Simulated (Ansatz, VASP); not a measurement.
## Two plane-wave programs on WC

```
W C
1.0
     0.00000    2.15972    2.15972
     2.15972    0.00000    2.15972
     2.15972    2.15972    0.00000
W C
1 1
Direct
  0.00000 0.00000 0.00000
  0.50000 0.50000 0.50000
```

Alike in both runs: functional PBEsol; dispersion D3(BJ); k mesh 11 × 11 × 11; no spin polarisation.

Ansatz relaxed the structure, and its values are those at the end. VASP's run is a single point on that final structure, the one shown.

|  | VASP | Ansatz |
| --- | --- | --- |
| version | VASP 6.6.1 | Ansatz 0.2.0 |
| potentials or method | VASP PAW PBE potentials, release 64 (W_sv, C) | plane waves, PAW |
| plane-wave cutoff (eV) | 520 | 420 |
| occupations | gaussian, width 0.1 eV | gaussian |
| valence electrons in the cell | 18 | 18 |

|  | VASP | Ansatz | Ansatz less VASP |
| --- | --- | --- | --- |
| pressure (GPa) | 1.2 | 0.0 | -1.23 |

VASP's potentials were made for PBE, not for PBEsol.

Spin-orbit coupling is off throughout.
